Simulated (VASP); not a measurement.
## CdSe: single point with r2SCAN

CdSe:

```
Cd Se
1.0
     4.01935    0.00000    0.00000
    -2.00968    3.48086    0.00000
     0.00000    0.00000    6.43034
Cd Se
2 2
Cartesian
  0.0000 0.0000 0.0000
  0.0000 0.0000 3.2152
  0.0000 2.3206 1.6076
  2.0097 1.1603 4.8228
```

This cell differs from its parent crystal: uniaxial z strain -3.4%.

```json
{
  "Program": "VASP 6.6.1",
  "Task": "single point",
  "Functional": "r2SCAN",
  "Potentials or basis": "VASP PAW PBE potentials, release 64 (Cd, Se)",
  "Cutoff": "520 eV",
  "k mesh": "12 × 12 × 4",
  "Occupations": "fermi-dirac, width 0.02 eV",
  "Spin": "no spin polarisation",
  "Dipole correction": "no",
  "Further INCAR settings": "ALGO = Normal; EDIFF = 1e-06; NBANDS = 26"
}
```

* Pressure: 3.2 GPa
* Band gap on the k mesh: 0.68 eV (least direct gap 0.77 eV)

Stress tensor (GPa, compression positive):
```
2.31 0.00 0.00
0.00 2.31 0.00
0.00 0.00 4.94
```

Levels at points of the mesh, in eV from the valence-band top:
```
           k point  band 15  band 16  band 17  band 18  band 19  band 20  band 21  band 22
(0.00, 0.00, 0.00)    -0.81    -0.53    -0.08    -0.08     0.68     3.25     6.54     6.54
(0.50, 0.00, 0.00)    -3.17    -2.34    -1.60    -0.02     2.68     3.58     3.85     5.83
(0.00, 0.00, 0.50)    -0.41    -0.41    -0.41    -0.41     3.10     3.10     6.88     6.88
(0.50, 0.00, 0.50)    -1.34    -1.34    -1.33    -1.33     2.21     2.21     5.92     5.92
```

It took 13 min on 1 thread of Intel Xeon 8259CL, with other jobs on the host, peak memory 0.29 GiB.

Caveat: the cell differs from its parent crystal (uniaxial z strain -3.4%); the cell stands under pressure; the PAW data sets were made with another functional, which shifts forces and pressure a little. A k mesh can miss the band edges.
